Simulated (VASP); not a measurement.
# Co (P6_3/mmc) in VASP: further runs

Co is run at these levels: PBEsol; tasks: single point.

Program: VASP 6.6.1. These are calculated values, not measurements. Logs are shortened: lines on timing, memory, paths and dates and some standing lists are left out, and cuts for length are marked.

## Step 1: The cell of the first run

It takes space group P6_3/mmc (No. 194, hexagonal). Conventional cell: a = 2.440 Å, b = 2.440 Å, c = 3.939 Å, α = 90.00°, β = 90.00°, γ = 120.00°. Co (site symmetry -6m2) has 12 Co at 2.42 to 2.44 Å within 3.2 Å.

## Step 2: Single point, PBEsol, collinear spin, ferromagnetic start

INCAR

```
PREC = Accurate
ENCUT = 520
EDIFF = 1E-6
ISMEAR = -1
SIGMA = 0.05
LREAL = F
LASPH = T
NELM = 150
ALGO = Fast
ISIF = 2
LWAVE = F
LCHARG = T
ISPIN = 2
MAGMOM = 2 2
LORBIT = 11
LMAXMIX = 4
GGA = PS
LELF = T
LVHAR = T
NBANDS = 20
```

KPOINTS

```
regular mesh
0
Gamma
  12 12 7
```

POSCAR

```
Co
1.0
    2.4403769544      0.0000000000      0.0000000000
   -1.2201884772      2.1134284373      0.0000000000
    0.0000000000      0.0000000000      3.9386112548
Co
2
Direct
    0.3333333333      0.6666666667      0.7500004320
    0.6666666667      0.3333333333      0.2499995680
```

Potentials or basis: VASP PAW PBE potentials, release 64 (Co).

Started as:

```sh
> cat potpaw_PBE.64/Co/POTCAR > POTCAR
> mpirun -np 1 vasp_std > vasp.out
```

OUTCAR:

```text
PREC = Accurate
   ENCUT = 520
   EDIFF = 1E-6
   ISMEAR = -1
   LREAL = F
   LASPH = T
   NELM = 150
   ISIF = 2
   ISPIN = 2
   LORBIT = 11
   GGA = PS

 ion  position               nearest neighbor table
   1  0.333  0.667  0.750-   2 2.42   2 2.42   2 2.42   2 2.42   2 2.42   2 2.42
   2  0.667  0.333  0.250-   1 2.42   1 2.42   1 2.42   1 2.42   1 2.42   1 2.42

  LATTYP: Found a hexagonal cell.
 ALAT       =     2.4403769544
 C/A-ratio  =     1.6139356044

  Lattice vectors:

 A1 = (   2.4403769544,   0.0000000000,   0.0000000000)
 A2 = (  -1.2201884772,   2.1134284373,   0.0000000000)
 A3 = (   0.0000000000,   0.0000000000,   3.9386112548)

Analysis of symmetry for initial positions (statically):
=====================================================================
 Subroutine PRICEL returns:
 Original cell was already a primitive cell.

 Routine SETGRP: Setting up the symmetry group for a
 hexagonal supercell.

 Subroutine GETGRP returns: Found 24 space group operations
 (whereof 12 operations were pure point group operations)
 out of a pool of 24 trial point group operations.

The static configuration has the point symmetry D_3d.
 The point group associated with its full space group is D_6h.

Analysis of symmetry for dynamics (positions and initial velocities):
=====================================================================
 Subroutine PRICEL returns:
 Original cell was already a primitive cell.

 Routine SETGRP: Setting up the symmetry group for a
 hexagonal supercell.

 Subroutine GETGRP returns: Found 24 space group operations
 (whereof 12 operations were pure point group operations)
 out of a pool of 24 trial point group operations.

The dynamic configuration has the point symmetry D_3d.
 The point group associated with its full space group is D_6h.

Analysis of structural, dynamic, and magnetic symmetry:
=====================================================================
 Subroutine PRICEL returns:
 Original cell was already a primitive cell.

 Routine SETGRP: Setting up the symmetry group for a
 hexagonal supercell.

 Subroutine GETGRP returns: Found 24 space group operations
 (whereof 12 operations were pure point group operations)
 out of a pool of 24 trial point group operations.

The overall configuration has the point symmetry D_3d.
 The point group associated with its full space group is D_6h.

 Subroutine INISYM returns: Found 24 space group operations
 (whereof 12 operations are pure point group operations),
 and found     1 'primitive' translations

----------------------------------------------------------------------------------------

                                     Primitive cell

  volume of cell :      20.3136

  direct lattice vectors                    reciprocal lattice vectors
     2.440376954  0.000000000  0.000000000     0.409772760  0.236582413  0.000000000
    -1.220188477  2.113428437  0.000000000     0.000000000  0.473164827  0.000000000
     0.000000000  0.000000000  3.938611255     0.000000000  0.000000000  0.253896598

  length of vectors
     2.440376954  2.440376954  3.938611255     0.473164827  0.473164827  0.253896598

  position of ions in fractional coordinates (direct lattice)
     0.333333333  0.666666667  0.750000432
     0.666666667  0.333333333  0.249999568

  ion indices of the primitive-cell ions
   primitive index   ion index
                 1           1
                 2           2

----------------------------------------------------------------------------------------

 KPOINTS: regular mesh

Automatic generation of k-mesh.
 Grid dimensions read from file:
 generate k-points for:   12   12    7

 Generating k-lattice:

  Cartesian coordinates                     Fractional coordinates (reciprocal lattice)
     0.034147730  0.019715201  0.000000000     0.083333333  0.000000000  0.000000000
     0.000000000  0.039430402  0.000000000     0.000000000  0.083333333  0.000000000
     0.000000000  0.000000000  0.036270943     0.000000000  0.000000000  0.142857143

  Length of vectors
     0.039430402  0.039430402  0.036270943

  Shift w.r.t. Gamma in fractional coordinates (k-lattice)
     0.000000000  0.000000000  0.000000000

 Subroutine IBZKPT returns following result:
 ===========================================

 Found     76 irreducible k-points:

 Following reciprocal coordinates:
            Coordinates               Weight
  0.000000  0.000000  0.000000      1.000000
  0.083333  0.000000  0.000000      6.000000
  0.166667  0.000000  0.000000      6.000000
  0.250000  0.000000  0.000000      6.000000
  0.333333  0.000000  0.000000      6.000000
  0.416667  0.000000  0.000000      6.000000
[... 16 lines left out ...]
  0.250000  0.000000  0.142857     12.000000
  0.333333  0.000000  0.142857     12.000000
 [... further k-points ...]
   k-points           NKPTS =     76   k-points in BZ     NKDIM =     76   number of bands    NBANDS=     20
   number of dos      NEDOS =    301   number of ions     NIONS =      2
   total plane-waves  NPLWV =   9720
   dimension x,y,z NGX =    18 NGY =   18 NGZ =   30
   dimension x,y,z NGXF=    36 NGYF=   36 NGZF=   60
   ions per type =               2
   NGX,Y,Z   is equivalent  to a cutoff of  12.26, 12.26, 12.66 a.u.
   NGXF,Y,Z  is equivalent  to a cutoff of  24.52, 24.52, 25.33 a.u.
 SYSTEM =  unknown system
   PREC   = accura    normal or accurate (medium, high low for compatibility)
   ISTART =      0    job   : 0-new  1-cont  2-samecut
   ICHARG =      2    charge: 1-file 2-atom 10-const
   ISPIN  =      2    spin polarized calculation?
   LNONCOLLINEAR =      F non collinear calculations
   LSORBIT =      F    spin-orbit coupling
   LASPH  =      T    aspherical Exc in radial PAW
   ENCUT  =  520.0 eV  38.22 Ry    6.18 a.u.   4.54  4.54  7.32*2*pi/ulx,y,z
   NELM   =    150;   NELMIN=  2; NELMDL= -5     # of ELM steps
   EDIFF  = 0.1E-05   stopping-criterion for ELM
   LREAL  =      F    real-space projection
[... 7 lines left out ...]
   TEBEG  =    0.0;   TEEND  =   0.0 temperature during run
   PSTRESS=    0.0 pullay stress
   NELECT =      18.0000    total number of electrons
   NUPDOWN=      -1.0000    fix difference up-down
   EMIN   =  10.00;   EMAX   =-10.00  energy-range for DOS
   EFERMI =   0.00;   METHOD = LEGACY
   ISMEAR =    -1;   SIGMA  =   0.05  broadening in eV -4-tet -1-fermi 0-gaus
   EFERMI_NEDOS =   21; number of points for ismear=-14 and -15
   IALGO  =     68    algorithm
   IMIX   =      4    mixing-type and parameters
     AMIX     =   0.40;   BMIX     =  1.00
     AMIX_MAG =   1.60;   BMIX_MAG =  1.00
  volume/ion in A,a.u.               =      10.16        68.54
  Fermi-wavevector in a.u.,A,eV,Ry     =   1.572425  2.971451 33.640661  2.472519
  Thomas-Fermi vector in A             =   2.673861
   LORBIT       =     11    0 simple, 1 ext, 2 COOP (PROOUT), +10 PAW based schemes
   GGA     = PS    functional components
   LHFCALC =     F    Hartree Fock is set to
   AEXX    =    0.0000 exact exchange contribution
   IVDW    =     0    specifies the selected vdW correction
   LEPSILON=     F    determine dielectric tensor
   LRPA    =     F    only Hartree local field effects (RPA)
 spin polarized calculation
 RMM-DIIS sequential band-by-band and
  energy-cutoff  :      520.00
  volume of cell :       20.31
 maximum number of plane-waves:       565
   NGX =  9   NGY =  9   NGZ = 15

 number of electron      17.9999977 magnetization       3.0575838

 Free energy of the ion-electron system (eV)
  ---------------------------------------------------
  ext. energy  EPLUGINS =         0.00000000
  ---------------------------------------------------
  free energy    TOTEN  =       -15.47178599 eV

  energy without entropy =      -15.45701434  energy(sigma->0) =      -15.46440017

 E-fermi :  11.0267     XC(G=0): -13.9740

 val. band max:       11.0121030804   @ k =   0.2500   0.0000   0.0000
 cond. band min:      11.0330362894   @ k =   0.1667   0.0833   0.1429
 fundamental gap:      0.0209332090
 Fermi energy:        11.0266733563

 spin component 1

 k-point     1 :       0.0000    0.0000    0.0000
  band No.  band energies     occupation
      1       1.6683      1.00000
      2       5.5767      1.00000
      3       8.3693      1.00000
      4       8.3844      1.00000
      5       8.3844      1.00000
      6       8.7387      1.00000
[... 12 lines left out ...]
     19      37.9981      0.00000
     20      37.9981      0.00000
[... 507 lines left out ...]
 k-point    24 :       0.3333    0.0000    0.1429
  band No.  band energies     occupation
      1       5.0365      1.00000
      2       6.3807      1.00000
      3       6.7920      1.00000
      4       7.6132      1.00000
      5       8.4384      1.00000
      6       8.4757      1.00000
[... 12 lines left out ...]
     19      35.2091      0.00000
     20      36.8723      0.00000

 [... further k-points ...]

 spin component 2

 k-point     1 :       0.0000    0.0000    0.0000
  band No.  band energies     occupation
      1       1.7368      1.00000
      2       6.4922      1.00000
      3       9.9148      1.00000
      4       9.9187      1.00000
      5       9.9187      1.00000
      6      10.3257      1.00000
[... 12 lines left out ...]
     19      38.3427      0.00000
     20      38.3427      0.00000
[... 507 lines left out ...]
 k-point    24 :       0.3333    0.0000    0.1429
  band No.  band energies     occupation
      1       5.3422      1.00000
      2       7.5039      1.00000
      3       7.8808      1.00000
      4       8.8126      1.00000
      5       9.8341      1.00000
      6      10.0401      1.00000
[... 12 lines left out ...]
     19      35.6628      0.00000
     20      37.2356      0.00000

 [... further k-points ...]

------------------------ aborting loop because EDIFF is reached ----------------------------------------

  FORCE on cell =-STRESS in cart. coord.  units (eV):
  Direction    XX          YY          ZZ          XY          YZ          ZX
  --------------------------------------------------------------------------------------
  -------------------------------------------------------------------------------------
  Total        0.4995729      0.4995729      0.4915735     -0.0000000      0.0000000      0.0000000
  in kB       39.4023287     39.4023287     38.7713957     -0.0000000      0.0000000      0.0000000
  external PRESSURE =      39.1920177 kB  Pullay stress =       0.0000000 kB

 VOLUME and BASIS-vectors are now :
 -----------------------------------------------------------------------------
  energy-cutoff  :      520.00
  volume of cell :       20.31
      direct lattice vectors                 reciprocal lattice vectors
     2.440376954  0.000000000  0.000000000     0.409772760  0.236582413  0.000000000
    -1.220188477  2.113428437  0.000000000     0.000000000  0.473164827  0.000000000
     0.000000000  0.000000000  3.938611255     0.000000000  0.000000000  0.253896598

 POSITION                                       TOTAL-FORCE (eV/Angst)
 -----------------------------------------------------------------------------------
     -0.00000      1.40895      2.95396         0.000000      0.000000      0.000000
      1.22019      0.70448      0.98465        -0.000000     -0.000000     -0.000000
 -----------------------------------------------------------------------------------
    total drift:                               -0.000030     -0.000017      0.000047

  FREE ENERGIE OF THE ION-ELECTRON SYSTEM (eV)
  ---------------------------------------------------
  free  energy   TOTEN  =       -15.4717859940 eV

  energy  without entropy=      -15.4570143405  energy(sigma->0) =      -15.46440017

 total charge

# of ion       s       p       d       tot
------------------------------------------
    1        0.517   0.584   7.308   8.409
    2        0.517   0.584   7.308   8.409
--------------------------------------------------
tot          1.033   1.169  14.615  16.818

 magnetization (x)

# of ion       s       p       d       tot
------------------------------------------
    1       -0.016  -0.051   1.599   1.532
    2       -0.016  -0.051   1.599   1.532
--------------------------------------------------
tot         -0.031  -0.102   3.197   3.064
```

Run time: 1.9 min. Hardware: 1 thread of Intel Xeon Platinum 8175M at 2.50GHz (Skylake/Cascade Lake), shared host; peak memory 0.17 GiB.

Results:

```yaml
Free_energy: -15.4718 eV
Pressure: 3.9 GPa
Net_moment: 3.06 μB per cell
Site_moments: Co +1.53 μB
Valence_electrons_inside_the_program's_atomic_spheres: Co 8.41
```

Levels at points of the mesh, in eV from the Fermi level:
Spin up:
```csv
k point,band 6,band 7,band 8,band 9,band 10,band 11,band 12,band 13,band 14,band 15
"(0.00, 0.00, 0.00)",-2.29,-2.29,-1.90,-1.90,-0.67,-0.67,-0.14,6.99,22.46,25.67
"(0.50, 0.00, 0.00)",-2.56,-2.19,-0.53,-0.41,-0.36,1.51,3.66,10.21,10.93,13.37
```
Spin down:
```
           k point  band 3  band 4  band 5  band 6  band 7  band 8  band 9  band 10  band 11  band 12
(0.00, 0.00, 0.00)   -1.11   -1.11   -1.11   -0.70   -0.70   -0.25   -0.25    -0.11     1.10     1.10
(0.50, 0.00, 0.00)   -3.59   -1.98   -1.29   -1.16   -0.71    1.24    1.40     1.43     2.73     4.62
```

Caveat: the cell stands under pressure; the PAW data sets were made with another functional, which shifts forces and pressure a little.

[end of part 1 of 2]
